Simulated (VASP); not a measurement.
Wanted: the native input for a VASP 6.6.1 run.

```
Task                   : single point
Functional             : PBE
Potentials or basis    : VASP PAW PBE potentials, release 64 (Be, Te)
Cutoff                 : 520 eV
k mesh                 : 4 × 4 × 4
Occupations            : gaussian, width 0.2 eV
Spin                   : no spin polarisation
Dipole correction      : no
Further INCAR settings : ALGO = Normal; EDIFF = 1e-07; NBANDS = 20
```

The structure of Be5Te2 lies in POSCAR:

```
Be5Te2
1.0
    2.0492301130      1.1831235574      7.8288160928
   -2.0492301130      1.1831235574      7.8288160928
    0.0000000000     -2.3662471147      7.8288160928
Be Te
5 2
Direct
    0.0000000000      0.0000000000      0.5000000000
    0.5000000000      0.0000000000      0.0000000000
    0.0000000000      0.5000000000      0.0000000000
    0.4531300089      0.4531300089      0.4531300089
    0.5468699911      0.5468699911      0.5468699911
    0.7296677726      0.7296677726      0.7296677726
    0.2703322274      0.2703322274      0.2703322274
```

These files were run (other wordings do the same):

INCAR

```
SYSTEM = Be5Te2
PREC = Accurate ; ENCUT = 520
EDIFF = 1E-7 ; ISMEAR = 0
SIGMA = 0.2 ; LREAL = .False.
LASPH = .True. ; NELM = 80
ALGO = Normal ; ISIF = 2
LWAVE = .False. ; LCHARG = .False.
GGA = PE ; NBANDS = 20
```

KPOINTS

```
regular mesh
0
Gamma
  4 4 4
  0 0 0
```

Potentials or basis: VASP PAW PBE potentials, release 64 (Be, Te).

The run is started by

```console
$ cat potpaw_PBE.64/Be/POTCAR potpaw_PBE.64/Te/POTCAR > POTCAR
$ mpirun -np 1 vasp_std > vasp.out
```

Results of the run:

The pressure is 0.1 GPa and the largest force is 0.023 eV/Å. The band gap on the k mesh is zero (band 11 reaches 6.01 eV, above the bottom of band 12 at 5.54 eV).

Caveat: the k points lie up to 0.45 Å⁻¹ apart; spin-orbit coupling is left out, which moves the levels of the heavy elements.

Wall time 2.5 min on 1 thread of AMD EPYC 7R43 64-Core Processor (Zen 3), on a shared host, peak memory 0.49 GiB.
